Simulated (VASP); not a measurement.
# CdSe (Imm2) in VASP: single point with PBEsol

Aim: the single point of CdSe with PBEsol.

Everything below comes from runs of VASP 6.6.1. Logs are shortened: lines on timing, memory, paths and dates and some standing lists are left out, and cuts for length are marked.

### Step 1. The cell of the first run

Symmetry: Imm2, No. 44, orthorhombic system. Conventional cell: a = 4.119 Å, b = 4.497 Å, c = 5.825 Å, α = 90.00°, β = 90.00°, γ = 90.00°. Within 3.4 Å of Cd (site symmetry mm2) lie 4 Se at 2.60 to 2.61 Å. Within 3.4 Å of Se (site symmetry mm2) lie 4 Cd at 2.60 to 2.61 Å.

### Step 2. Single point, PBEsol

Contents of INCAR:

```
  PREC = Accurate
  ENCUT = 520
  EDIFF = 1E-6
  ISMEAR = 0
  SIGMA = 0.02
  LREAL = False
  LASPH = True
  NELM = 100
  ALGO = Normal
  ISIF = 2
  LWAVE = False
  LCHARG = False
  GGA = PS
  NBANDS = 16
```

Contents of KPOINTS:

```
regular mesh
0
Gamma
  16 16 16
```

Contents of POSCAR:

```
CdSe
1.0
    4.1185876024      0.0000000000      0.0000000000
    0.0000000000      5.8245624451     -0.0000000001
    2.0592938012     -2.9122812225      2.2483467111
Cd Se
1 1
Direct
    0.0000000000     -0.0105608912      0.0000000000
    0.5000000000      0.2605608912      0.0000000000
```

Potentials or basis: VASP PAW PBE potentials, release 64 (Cd, Se).

Launch:

```console
$ cat potpaw_PBE.64/Cd/POTCAR potpaw_PBE.64/Se/POTCAR > POTCAR
$ mpirun -np 1 vasp_std > vasp.out
```

OUTCAR:

```text
PREC = Accurate
   ENCUT = 520
   EDIFF = 1E-6
   ISMEAR = 0
   LREAL = False
   LASPH = True
   NELM = 100
   ISIF = 2
   GGA = PS

 ion  position               nearest neighbor table
   1  0.000  0.989  0.000-   2 2.60   2 2.60   2 2.61   2 2.61
   2  0.500  0.261  0.000-   1 2.60   1 2.60   1 2.61   1 2.61

  LATTYP: Found a body centered orthorhombic cell.
 ALAT       =     4.1185876024
 B/A-ratio  =     1.0918047292
 C/A-ratio  =     1.4142135624

  Lattice vectors:

 A1 = (   2.0592938012,   2.9122812226,   2.2483467110)
 A2 = (  -2.0592938012,   2.9122812225,  -2.2483467111)
 A3 = (  -2.0592938012,  -2.9122812225,   2.2483467111)

Analysis of symmetry for initial positions (statically):
=====================================================================
 Subroutine PRICEL returns:
 Original cell was already a primitive cell.

 Routine SETGRP: Setting up the symmetry group for a
 body centered orthorhombic supercell.

 Subroutine GETGRP returns: Found  4 space group operations
 (whereof  4 operations were pure point group operations)
 out of a pool of  8 trial point group operations.

The static configuration has the point symmetry C_2v.

Analysis of symmetry for dynamics (positions and initial velocities):
=====================================================================
 Subroutine PRICEL returns:
 Original cell was already a primitive cell.

 Routine SETGRP: Setting up the symmetry group for a
 body centered orthorhombic supercell.

 Subroutine GETGRP returns: Found  4 space group operations
 (whereof  4 operations were pure point group operations)
 out of a pool of  8 trial point group operations.

The dynamic configuration has the point symmetry C_2v.

 Subroutine INISYM returns: Found  4 space group operations
 (whereof  4 operations are pure point group operations),
 and found     1 'primitive' translations

----------------------------------------------------------------------------------------

                                     Primitive cell

  volume of cell :      53.9355

  direct lattice vectors                    reciprocal lattice vectors
     4.118587602  0.000000000  0.000000000     0.242801683 -0.000000000 -0.222385630
     0.000000000  5.824562445 -0.000000000     0.000000000  0.171686716  0.222385630
     2.059293801 -2.912281222  2.248346711     0.000000000  0.000000000  0.444771260

  length of vectors
     4.118587602  5.824562445  4.216294085     0.329253740  0.280947855  0.444771260

  position of ions in fractional coordinates (direct lattice)
     1.000000000  0.989439109  0.000000000
     0.500000000  0.260560891  0.000000000

  ion indices of the primitive-cell ions
   primitive index   ion index
                 1           1
                 2           2

----------------------------------------------------------------------------------------

 KPOINTS: regular mesh

Automatic generation of k-mesh.
 Grid dimensions read from file:
 generate k-points for:   16   16   16

 Generating k-lattice:

  Cartesian coordinates                     Fractional coordinates (reciprocal lattice)
     0.015175105 -0.000000000 -0.013899102     0.062500000 -0.000000000  0.000000000
     0.000000000  0.010730420  0.013899102     0.000000000  0.062500000  0.000000000
     0.000000000  0.000000000  0.027798204     0.000000000  0.000000000  0.062500000

  Length of vectors
     0.020578359  0.017559241  0.027798204

  Shift w.r.t. Gamma in fractional coordinates (k-lattice)
     0.000000000  0.000000000  0.000000000

 Subroutine IBZKPT returns following result:
 ===========================================

 Found    621 irreducible k-points:

 Following reciprocal coordinates:
            Coordinates               Weight
  0.000000  0.000000  0.000000      1.000000
  0.062500  0.000000  0.000000      4.000000
  0.125000  0.000000  0.000000      4.000000
  0.187500 -0.000000  0.000000      4.000000
  0.250000  0.000000  0.000000      4.000000
  0.312500  0.000000  0.000000      4.000000
[... 16 lines left out ...]
 -0.187500  0.062500 -0.000000      8.000000
 -0.125000  0.062500 -0.000000      8.000000
 [... further k-points ...]
   k-points           NKPTS =    621   k-points in BZ     NKDIM =    621   number of bands    NBANDS=     16
   number of dos      NEDOS =    301   number of ions     NIONS =      2
   total plane-waves  NPLWV =  49152
   dimension x,y,z NGX =    32 NGY =   48 NGZ =   32
   dimension x,y,z NGXF=    64 NGYF=   96 NGZF=   64
   ions per type =               1   1
   NGX,Y,Z   is equivalent  to a cutoff of  12.92, 13.70, 12.62 a.u.
   NGXF,Y,Z  is equivalent  to a cutoff of  25.83, 27.40, 25.23 a.u.
 SYSTEM =  unknown system
   PREC   = accura    normal or accurate (medium, high low for compatibility)
   ISTART =      0    job   : 0-new  1-cont  2-samecut
   ICHARG =      2    charge: 1-file 2-atom 10-const
   ISPIN  =      1    spin polarized calculation?
   LNONCOLLINEAR =      F non collinear calculations
   LSORBIT =      F    spin-orbit coupling
   LASPH  =      T    aspherical Exc in radial PAW
   ENCUT  =  520.0 eV  38.22 Ry    6.18 a.u.   7.66 10.83  7.84*2*pi/ulx,y,z
   NELM   =    100;   NELMIN=  2; NELMDL= -5     # of ELM steps
   EDIFF  = 0.1E-05   stopping-criterion for ELM
   LREAL  =      F    real-space projection
   EDIFFG = 0.1E-04   stopping-criterion for IOM
   NSW    =      0    number of steps for IOM
   IBRION =     -1    ionic relax: 0-MD 1-quasi-New 2-CG
   NFREE  =      0    steps in history (QN), initial steepest desc. (CG)
   ISIF   =      2    stress and relaxation
   ISYM   =      2    0-nonsym 1-usesym 2-fastsym
   POTIM  = 0.5000    time-step for ionic-motion
   TEBEG  =    0.0;   TEEND  =   0.0 temperature during run
   PSTRESS=    0.0 pullay stress
   NELECT =      18.0000    total number of electrons
   NUPDOWN=      -1.0000    fix difference up-down
   EMIN   =  10.00;   EMAX   =-10.00  energy-range for DOS
   EFERMI =   0.00;   METHOD = LEGACY
   ISMEAR =     0;   SIGMA  =   0.02  broadening in eV -4-tet -1-fermi 0-gaus
   EFERMI_NEDOS =   21; number of points for ismear=-14 and -15
   IALGO  =     38    algorithm
   IMIX   =      4    mixing-type and parameters
     AMIX     =   0.40;   BMIX     =  1.00
     AMIX_MAG =   1.60;   BMIX_MAG =  1.00
  volume/ion in A,a.u.               =      26.97       181.99
  Fermi-wavevector in a.u.,A,eV,Ry     =   1.135553  2.145884 17.544445  1.289480
  Thomas-Fermi vector in A             =   2.272258
   LORBIT       =      0    0 simple, 1 ext, 2 COOP (PROOUT), +10 PAW based schemes
   GGA     = PS    functional components
   LHFCALC =     F    Hartree Fock is set to
   AEXX    =    0.0000 exact exchange contribution
   IVDW    =     0    specifies the selected vdW correction
   LEPSILON=     F    determine dielectric tensor
   LRPA    =     F    only Hartree local field effects (RPA)
 non-spin polarized calculation
 Gauss-broadening in eV      SIGMA  =   0.02
  energy-cutoff  :      520.00
  volume of cell :       53.94
 maximum number of plane-waves:      1475
   NGX = 15   NGY = 21   NGZ = 15

 number of electron      18.0000003 magnetization

 Free energy of the ion-electron system (eV)
  ---------------------------------------------------
  ext. energy  EPLUGINS =         0.00000000
  ---------------------------------------------------
  free energy    TOTEN  =        -6.12631077 eV

  energy without entropy =       -6.12631077  energy(sigma->0) =       -6.12631077

 E-fermi :   1.3981     XC(G=0):  -9.3047

 val. band max:        1.3085687182   @ k =   0.0000   0.0000   0.0000
 cond. band min:       1.6702299511   @ k =   0.0000   0.0000   0.0000
 fundamental gap:      0.3616612330
 Fermi energy:         1.3980687265

 k-point     1 :       0.0000    0.0000    0.0000
  band No.  band energies     occupation
      1     -11.6940      2.00000
      2      -6.9281      2.00000
      3      -6.8940      2.00000
      4      -6.8805      2.00000
      5      -6.4920      2.00000
      6      -6.4826      2.00000
[... 8 lines left out ...]
     15      12.0415      0.00000
     16      12.5113      0.00000

 k-point     2 :       0.0625    0.0000    0.0000
  band No.  band energies     occupation
      1     -11.6731      2.00000
      2      -6.9216      2.00000
      3      -6.8839      2.00000
      4      -6.8688      2.00000
      5      -6.4946      2.00000
      6      -6.4815      2.00000
[... 8 lines left out ...]
     15      11.3640      0.00000
     16      12.3723      0.00000

 k-point     3 :       0.1250    0.0000    0.0000
  band No.  band energies     occupation
      1     -11.6133      2.00000
      2      -6.9004      2.00000
      3      -6.8556      2.00000
      4      -6.8342      2.00000
      5      -6.5040      2.00000
      6      -6.4755      2.00000
[... 8 lines left out ...]
     15      12.1484      0.00000
     16      12.4476      0.00000

 k-point     4 :       0.1875   -0.0000    0.0000
  band No.  band energies     occupation
      1     -11.5231      2.00000
      2      -6.8624      2.00000
      3      -6.8119      2.00000
      4      -6.7803      2.00000
      5      -6.5144      2.00000
      6      -6.4651      2.00000
[... 8 lines left out ...]
     15      12.5447      0.00000
     16      13.2738      0.00000
[... 324 lines left out ...]
 k-point    22 :      -0.2500    0.0625    0.0000
  band No.  band energies     occupation
      1     -11.3606      2.00000
      2      -6.7725      2.00000
      3      -6.7449      2.00000
      4      -6.6782      2.00000
      5      -6.4876      2.00000
      6      -6.4453      2.00000
[... 8 lines left out ...]
     15      12.9212      0.00000
     16      14.6669      0.00000

 k-point    23 :      -0.1875    0.0625   -0.0000
  band No.  band energies     occupation
      1     -11.4685      2.00000
      2      -6.8281      2.00000
      3      -6.7948      2.00000
      4      -6.7402      2.00000
      5      -6.5139      2.00000
      6      -6.4605      2.00000
[... 8 lines left out ...]
     15      12.6681      0.00000
     16      13.7751      0.00000

 k-point    24 :      -0.1250    0.0625   -0.0000
  band No.  band energies     occupation
      1     -11.5667      2.00000
      2      -6.8759      2.00000
      3      -6.8374      2.00000
      4      -6.8051      2.00000
      5      -6.5076      2.00000
      6      -6.4724      2.00000
[... 8 lines left out ...]
     15      12.3237      0.00000
     16      12.7991      0.00000

 [... further k-points ...]
[... 5 lines left out ...]
  --------------------------------------------------------------------------------------
  -------------------------------------------------------------------------------------
  Total        1.4161777      0.9596817      0.1411917      0.0000000     -0.0000000      0.0000000
  in kB       42.0681525     28.5077480      4.1941599      0.0000000     -0.0000000      0.0000000
  external PRESSURE =      24.9233535 kB  Pullay stress =       0.0000000 kB

 VOLUME and BASIS-vectors are now :
 -----------------------------------------------------------------------------
  energy-cutoff  :      520.00
  volume of cell :       53.94
      direct lattice vectors                 reciprocal lattice vectors
     4.118587602  0.000000000  0.000000000     0.242801683 -0.000000000 -0.222385630
     0.000000000  5.824562445 -0.000000000     0.000000000  0.171686716  0.222385630
     2.059293801 -2.912281222  2.248346711     0.000000000  0.000000000  0.444771260

 POSITION                                       TOTAL-FORCE (eV/Angst)
 -----------------------------------------------------------------------------------
      0.00000      5.76305     -0.00000         0.000000     -0.016659      0.000000
      2.05929      1.51765     -0.00000         0.000000      0.016659     -0.000000
 -----------------------------------------------------------------------------------
    total drift:                                0.000000     -0.000347     -0.000001

  FREE ENERGIE OF THE ION-ELECTRON SYSTEM (eV)
  ---------------------------------------------------
  free  energy   TOTEN  =        -6.1263107747 eV

  energy  without entropy=       -6.1263107747  energy(sigma->0) =       -6.12631077
```

It took 15 min on 1 thread of Oxide Virtual Turin-like, shared host; peak memory 0.62 GiB.

Results:

```yaml
Free_energy: -6.1263 eV
Pressure: 2.5 GPa
Largest_force: 0.017 eV/Å
Band_gap_on_the_k_mesh: 0.36 eV
```

Forces in eV/Å, atoms in the order of the input:
```
Cd   0.000 -0.017  0.000
Se   0.000  0.017  0.000
```

Stress tensor (GPa, compression positive):
```
4.21 0.00 0.00
0.00 2.85 0.00
0.00 0.00 0.42
```

Levels at points of the mesh, in eV from the valence-band top:
```
           k point  band 7  band 8  band 9  band 10  band 11  band 12
(0.00, 0.00, 0.00)   -0.40   -0.15    0.00     0.36     5.30     5.80
(0.50, 0.00, 0.00)   -4.52   -2.11   -2.04     2.79     3.67     8.46
(0.00, 0.50, 0.00)   -4.94   -0.89   -0.77     2.47     6.34     6.46
(0.50, 0.50, 0.00)   -4.72   -1.33   -0.86     1.84     5.85     6.20
(0.00, 0.00, 0.50)   -4.30   -2.67   -1.88     2.21     3.75     9.31
```

Caveat: semilocal functionals underestimate gaps, and a narrow one can read as zero; the PAW data sets were made with another functional, which shifts forces and pressure a little.
